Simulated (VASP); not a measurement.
# ZnS (P6_3mc) in VASP: vibrations by perturbation theory with PBE

Aim: the vibrations by perturbation theory of ZnS with PBE.

Program: VASP 6.6.1. These are calculated values, not measurements. Logs are shortened: lines on timing, memory, paths and dates and some standing lists are left out, and cuts for length are marked.

## 1. The cell of the first run

It takes space group P6_3mc (No. 186, hexagonal). The conventional cell has a = 3.811 Å, b = 3.811 Å, c = 6.234 Å, α = 90.00°, β = 90.00°, γ = 120.00°. Zn (site symmetry 3m) has 4 S at 2.31 to 2.40 Å within 3.1 Å. Within 3.1 Å of S (site symmetry 3m) lie 4 Zn at 2.31 to 2.40 Å.

## 2. Vibrations by perturbation theory, PBE

The input, INCAR:

```
SYSTEM = ZnS
PREC = Accurate
ENCUT = 520
EDIFF = 1E-8
ISMEAR = 0
SIGMA = 0.05
LREAL = .False.
LASPH = .True.
NELM = 80
ALGO = Normal
ISIF = 2
LWAVE = .False.
LCHARG = .True.
GGA = PE
IBRION = 8
NSW = 1
```

The input, KPOINTS:

```
regular mesh
0
Gamma
  12 12 6
  0 0 0
```

The input, POSCAR:

```
ZnS
1.0
    3.8109987816      0.0000000000      0.0000000000
   -1.9054993908      3.3004217586      0.0000000000
    0.0000000000      0.0000000000      6.2340000000
Zn S
2 2
Direct
    0.3333333333      0.6666666667      0.0000000000
    0.6666666667      0.3333333333      0.5000000000
    0.3333333333      0.6666666667      0.3850000000
    0.6666666667      0.3333333333      0.8850000000
```

Potentials or basis: VASP PAW PBE potentials, release 64 (Zn, S).

On the command line:

```bash
> cat potpaw_PBE.64/Zn/POTCAR potpaw_PBE.64/S/POTCAR > POTCAR
> mpirun -np 1 vasp_std > vasp.out
```

OUTCAR:

```text
SYSTEM = ZnS
   PREC = Accurate
   ENCUT = 520
   EDIFF = 1E-8
   ISMEAR = 0
   LREAL = .False.
   LASPH = .True.
   NELM = 80
   ISIF = 2
   GGA = PE
   IBRION = 8
   NSW = 1

 ion  position               nearest neighbor table
   1  0.333  0.667  0.000-   4 2.31   4 2.31   4 2.31   3 2.40
   2  0.667  0.333  0.500-   3 2.31   3 2.31   3 2.31   4 2.40
   3  0.333  0.667  0.385-   2 2.31   2 2.31   2 2.31   1 2.40
   4  0.667  0.333  0.885-   1 2.31   1 2.31   1 2.31   2 2.40

  LATTYP: Found a hexagonal cell.
 ALAT       =     3.8109987816
 C/A-ratio  =     1.6357916539

  Lattice vectors:

 A1 = (   3.8109987816,   0.0000000000,   0.0000000000)
 A2 = (  -1.9054993908,   3.3004217586,   0.0000000000)
 A3 = (   0.0000000000,   0.0000000000,   6.2340000000)

Analysis of symmetry for initial positions (statically):
=====================================================================
 Subroutine PRICEL returns:
 Original cell was already a primitive cell.

 Routine SETGRP: Setting up the symmetry group for a
 hexagonal supercell.

 Subroutine GETGRP returns: Found 12 space group operations
 (whereof  6 operations were pure point group operations)
 out of a pool of 24 trial point group operations.

The static configuration has the point symmetry C_3v.
 The point group associated with its full space group is C_6v.

Analysis of symmetry for dynamics (positions and initial velocities):
=====================================================================
 Subroutine PRICEL returns:
 Original cell was already a primitive cell.

 Routine SETGRP: Setting up the symmetry group for a
 hexagonal supercell.

 Subroutine GETGRP returns: Found 12 space group operations
 (whereof  6 operations were pure point group operations)
 out of a pool of 24 trial point group operations.

The dynamic configuration has the point symmetry C_3v.
 The point group associated with its full space group is C_6v.

 Subroutine INISYM returns: Found 12 space group operations
 (whereof  6 operations are pure point group operations),
 and found     1 'primitive' translations

----------------------------------------------------------------------------------------

                                     Primitive cell

  volume of cell :      78.4106

  direct lattice vectors                    reciprocal lattice vectors
     3.810998782  0.000000000  0.000000000     0.262398405  0.151495789  0.000000000
    -1.905499391  3.300421759  0.000000000     0.000000000  0.302991579  0.000000000
     0.000000000  0.000000000  6.234000000     0.000000000  0.000000000  0.160410651

  length of vectors
     3.810998782  3.810998782  6.234000000     0.302991579  0.302991579  0.160410651

  position of ions in fractional coordinates (direct lattice)
     0.333333333  0.666666667  0.000000000
     0.666666667  0.333333333  0.500000000
     0.333333333  0.666666667  0.385000000
     0.666666667  0.333333333  0.885000000

  ion indices of the primitive-cell ions
   primitive index   ion index
                 1           1
                 2           2
                 3           3
                 4           4

----------------------------------------------------------------------------------------

 KPOINTS: regular mesh

Automatic generation of k-mesh.
 Grid dimensions read from file:
 generate k-points for:   12   12    6

 Generating k-lattice:

  Cartesian coordinates                     Fractional coordinates (reciprocal lattice)
     0.021866534  0.012624649  0.000000000     0.083333333  0.000000000  0.000000000
     0.000000000  0.025249298  0.000000000     0.000000000  0.083333333  0.000000000
     0.000000000  0.000000000  0.026735109     0.000000000  0.000000000  0.166666667

  Length of vectors
     0.025249298  0.025249298  0.026735109

[... 68 lines left out ...]
   ISMEAR =     0;   SIGMA  =   0.05  broadening in eV -4-tet -1-fermi 0-gaus
   EFERMI_NEDOS =   21; number of points for ismear=-14 and -15
   IALGO  =     38    algorithm
   IMIX   =      4    mixing-type and parameters
     AMIX     =   0.40;   BMIX     =  1.00
     AMIX_MAG =   1.60;   BMIX_MAG =  1.00
  volume/ion in A,a.u.               =      19.60       132.29
  Fermi-wavevector in a.u.,A,eV,Ry     =   1.262944  2.386617 21.701656  1.595027
  Thomas-Fermi vector in A             =   2.396326
   LORBIT       =      0    0 simple, 1 ext, 2 COOP (PROOUT), +10 PAW based schemes
   GGA     = PE    functional components
   LHFCALC =     F    Hartree Fock is set to
   AEXX    =    0.0000 exact exchange contribution
   IVDW    =     0    specifies the selected vdW correction
   LEPSILON=     F    determine dielectric tensor
   LRPA    =     F    only Hartree local field effects (RPA)
 non-spin polarized calculation
 Gauss-broadening in eV      SIGMA  =   0.05
  energy-cutoff  :      520.00
  volume of cell :       78.41
 maximum number of plane-waves:      2133
   NGX = 15   NGY = 15   NGZ = 23

--------------------------------------- Ionic step        1  -------------------------------------------

 number of electron      35.9999977 magnetization

 Free energy of the ion-electron system (eV)
  ---------------------------------------------------
  ext. energy  EPLUGINS =         0.00000000
  ---------------------------------------------------
  free energy    TOTEN  =       -13.65412053 eV

  energy without entropy =      -13.65412053  energy(sigma->0) =      -13.65412053

 E-fermi :   2.4029     XC(G=0):  -9.6513

 val. band max:        2.1624393333   @ k =   0.0000   0.0000   0.0000
 cond. band min:       4.4156519970   @ k =   0.0000   0.0000   0.0000
 fundamental gap:      2.2532126636
 Fermi energy:         2.4029364942

 k-point     1 :       0.0000    0.0000    0.0000
  band No.  band energies     occupation
      1     -11.0312      2.00000
      2     -10.1082      2.00000
      3      -4.2065      2.00000
      4      -4.2065      2.00000
      5      -4.1422      2.00000
      6      -4.1422      2.00000
[... 589 lines left out ...]
     21       8.0075      0.00000
     22       8.5366      0.00000

 [... further k-points ...]

------------------------ aborting loop because EDIFF is reached ----------------------------------------

  FORCE on cell =-STRESS in cart. coord.  units (eV):
  Direction    XX          YY          ZZ          XY          YZ          ZX
  --------------------------------------------------------------------------------------
  -------------------------------------------------------------------------------------
  Total        1.5582586      1.5582586      0.5527250      0.0000000     -0.0000000      0.0000000
  in kB       31.8401461     31.8401461     11.2939187      0.0000000     -0.0000000      0.0000000
  external PRESSURE =      24.9914036 kB  Pullay stress =       0.0000000 kB

 VOLUME and BASIS-vectors are now :
 -----------------------------------------------------------------------------
  energy-cutoff  :      520.00
  volume of cell :       78.41
      direct lattice vectors                 reciprocal lattice vectors
     3.810998782  0.000000000  0.000000000     0.262398405  0.151495789  0.000000000
    -1.905499391  3.300421759  0.000000000     0.000000000  0.302991579  0.000000000
     0.000000000  0.000000000  6.234000000     0.000000000  0.000000000  0.160410651

 POSITION                                       TOTAL-FORCE (eV/Angst)
 -----------------------------------------------------------------------------------
     -0.00000      2.20028      0.00000        -0.000000      0.000000      0.322617
      1.90550      1.10014      3.11700         0.000000     -0.000000      0.322617
     -0.00000      2.20028      2.40009         0.000000      0.000000     -0.322617
      1.90550      1.10014      5.51709        -0.000000      0.000000     -0.322617
 -----------------------------------------------------------------------------------
    total drift:                               -0.000000     -0.000000      0.000403

  FREE ENERGIE OF THE ION-ELECTRON SYSTEM (eV)
  ---------------------------------------------------
  free  energy   TOTEN  =       -13.6541205273 eV

  energy  without entropy=      -13.6541205273  energy(sigma->0) =      -13.65412053

[... ionic steps 2 to 9 ...]

--------------------------------------- Ionic step       10  -------------------------------------------

------------------------ aborting loop because EDIFF is reached ----------------------------------------

[... ionic steps 11 to 11 ...]

--------------------------------------- Ionic step       12  -------------------------------------------

 Free energy of the ion-electron system (eV)
  ---------------------------------------------------
  ---------------------------------------------------
  free energy    TOTEN  =        -0.12403762 eV

  energy without entropy =       -0.12403762

------------------------ aborting loop because EDIFF is reached ----------------------------------------

 INTERNAL STRAIN TENSOR  FOR ION    3  DIRECTION 3   (eV/Angst):
 -----------------------------------------------------------------------------
     3.75827 -0.00000 -0.00000
     0.00000  3.75827 -0.00000
     0.00000  0.00000 -4.22370

 INTERNAL STRAIN TENSOR FOR ION    4 for displacements in x,y,z  (eV/Angst):
          X           Y           Z          XY          YZ          ZX
  --------------------------------------------------------------------------------
  x    -0.00000     0.00000     0.00000     7.17080     0.00000     3.90647
  y     7.17080    -7.17080    -0.00000    -0.00000     3.45285     0.00000
  z     3.75827     3.75827    -4.22370     0.00000     0.00000     0.00000

 SECOND DERIVATIVES (NOT SYMMETRIZED)
 ------------------------------------
               1X          1Y          1Z          2X          2Y          2Z          3X          3Y          3Z          4X          4Y          4Z
  1X    -6.724518   -0.000000    0.000000   -0.160959    0.000000    0.000000    0.291416    0.000000   -0.000000    6.594061   -0.000000    0.000000
  1Y     0.000000   -6.724518   -0.000000    0.000000   -0.160959    0.000000   -0.000000    0.291416   -0.000000   -0.000000    6.594061    0.000000
  1Z    -0.000000    0.000000   -6.088095    0.000000    0.000000    1.775338   -0.000000    0.000000    2.823161    0.000000   -0.000000    1.489595
  2X    -0.160959    0.000000   -0.000000   -6.724518    0.000000    0.000000    6.594061    0.000000    0.000000    0.291416    0.000000    0.000000
  2Y     0.000000   -0.160959   -0.000000    0.000000   -6.724518    0.000000    0.000000    6.594061   -0.000000   -0.000000    0.291416    0.000000
  2Z     0.000000   -0.000000    1.775338    0.000000   -0.000000   -6.088095    0.000000    0.000000    1.489595    0.000000    0.000000    2.823161
  3X     0.311699   -0.000000   -0.000000    6.615247   -0.000000   -0.000000   -7.487101    0.000000    0.000000    0.560154   -0.000000   -0.000000
  3Y    -0.000000    0.311699    0.000000   -0.000000    6.615247    0.000000    0.000000   -7.487101    0.000000   -0.000000    0.560154    0.000000
  3Z     0.000000    0.000000    2.833816    0.000000    0.000000    1.476517    0.000000   -0.000000   -7.816998    0.000000    0.000000    3.506664
  4X     6.615247    0.000000    0.000000    0.311699    0.000000    0.000000    0.560154   -0.000000    0.000000   -7.487101    0.000000   -0.000000
  4Y    -0.000000    6.615247   -0.000000    0.000000    0.311699   -0.000000   -0.000000    0.560154   -0.000000    0.000000   -7.487101   -0.000000
  4Z     0.000000   -0.000000    1.476517    0.000000    0.000000    2.833816    0.000000    0.000000    3.506664    0.000000    0.000000   -7.816998

 Eigenvectors and eigenvalues of the dynamical matrix
 ----------------------------------------------------

   1 f  =    9.338016 THz    58.672485 2PiTHz  311.482687 cm-1    38.618914 meV
             X         Y         Z           dx          dy          dz
     -0.000000  2.200281  0.000000     0.000000    0.000000   -0.087167
      1.905499  1.100141  3.117000    -0.000000   -0.000000    0.087167
     -0.000000  2.200281  2.400090     0.000000    0.000000    0.701713
      1.905499  1.100141  5.517090    -0.000000   -0.000000   -0.701713
[... 71 lines left out ...]
  12 f/i=    0.012488 THz     0.078466 2PiTHz    0.416562 cm-1     0.051647 meV
             X         Y         Z           dx          dy          dz
     -0.000000  2.200281  0.000000     0.579474    0.018888   -0.000000
      1.905499  1.100141  3.117000     0.579474    0.018888   -0.000000
     -0.000000  2.200281  2.400090     0.404573    0.013187   -0.000000
      1.905499  1.100141  5.517090     0.404573    0.013187   -0.000000

--------------------------------------------------------------------------------------------------------

 ELASTIC MODULI CONTR FROM IONIC RELAXATION (kBar)
 Direction    XX          YY          ZZ          XY          YZ          ZX
 --------------------------------------------------------------------------------
 XX        -395.8852    127.5137    150.5045      0.0000      0.0000      0.0000
 YY         127.5137   -395.8852    150.5045      0.0000     -0.0000     -0.0000
 ZZ         150.5045    150.5045   -168.8078     -0.0000     -0.0000     -0.0000
 XY           0.0000      0.0000     -0.0000   -261.6995      0.0000     -0.0000
 YZ           0.0000     -0.0000     -0.0000      0.0000    -74.1325     -0.0000
 ZX           0.0000     -0.0000     -0.0000     -0.0000     -0.0000    -86.7709
 --------------------------------------------------------------------------------
```

Wall time 43 min (1 thread of Oxide Virtual Turin-like, shared host); peak memory 1.3 GiB.

What came out:

```yaml
Highest_phonon_frequency_at_Γ_LO-TO_splitting_left_out: 311 cm⁻¹
```

Phonon frequencies in cm⁻¹ (negative: imaginary):
| q point | frequencies |
| --- | --- |
| (0.000, 0.000, 0.000) | 0 0 0 71 71 178 233 296 296 301 301 311 |

Caveat: the cell stands under pressure or tension, which shifts response properties.
